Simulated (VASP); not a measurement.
Here is a VASP 6.6.1 calculation.

Contents of INCAR:

```
SYSTEM = Li16Au
ALGO = Normal ; EDIFF = 1E-6
ENCUT = 520 ; GGA = PS
ISIF = 2 ; ISMEAR = 0
LASPH = .TRUE. ; LCHARG = .FALSE.
LREAL = Auto ; LWAVE = .FALSE.
NBANDS = 44 ; NELM = 60
PREC = Accurate ; SIGMA = 0.1
```

KPOINTS

```
k-points
0
G
  3 3 1
  0 0 0
```

The input POSCAR:

```
Li16Au
1.0
    6.9800000000      0.0000000000      0.0000000000
    3.4900000000      4.9356050000      0.0000000000
    0.0000000000      0.0000000000     19.4034080000
Li Au
16 1
Direct
   -0.2500000507      0.5000001013      0.0515372866
    0.2499999493      0.5000001013      0.0515372866
   -0.2500000000      1.0000000000      0.0515372866
    0.2500000000      1.0000000000      0.0515372866
    0.0030644905      0.0003266064      0.1704316067
    0.4966328020      0.0006882642      0.1703123493
    0.0010839276      0.4978115145      0.1732307541
    0.4997887257      0.5008936088      0.1721430586
   -0.2577382447      0.4936452573      0.3023217365
    0.2652775763      0.4938952773      0.3022230425
   -0.2409859693      0.9825200761      0.2896279870
    0.2441858027      1.0133507442      0.2903799683
    0.0265327025     -0.0198897602      0.4115131218
    0.4945130449     -0.0189401299      0.4116113004
   -0.0065670044      0.5150938943      0.4342947383
    0.5284433227      0.4431801167      0.4407317519
    0.7655493559      0.9709405433      0.4960903260
```

Potentials or basis: VASP PAW PBE potentials, release 64 (Li_sv, Au).

Launch:

```bash
$ cat potpaw_PBE.64/Li_sv/POTCAR potpaw_PBE.64/Au/POTCAR > POTCAR
$ mpirun -np 1 vasp_std > vasp.out
```

Problem. Predict the largest force.

Solution. 0.038 eV/Å.

Forces on the atoms (eV/Å):
```
Li   0.005 -0.003  0.011
Li  -0.005 -0.003  0.012
Li   0.001  0.003 -0.004
Li   0.000  0.001 -0.038
Li  -0.006  0.001  0.009
Li   0.008 -0.003  0.010
Li   0.000  0.009  0.008
Li   0.000 -0.002  0.005
Li  -0.002  0.003 -0.009
Li  -0.003  0.004 -0.007
Li   0.003 -0.009 -0.018
Li  -0.001  0.002 -0.014
Li   0.000  0.006  0.008
Li   0.000 -0.003  0.010
Li  -0.003 -0.010  0.001
Li   0.005  0.000  0.005
Au  -0.002  0.005  0.009
```

Caveat: the k points lie up to 0.42 Å⁻¹ apart; the PAW data sets were made with another functional, which shifts forces and pressure a little.
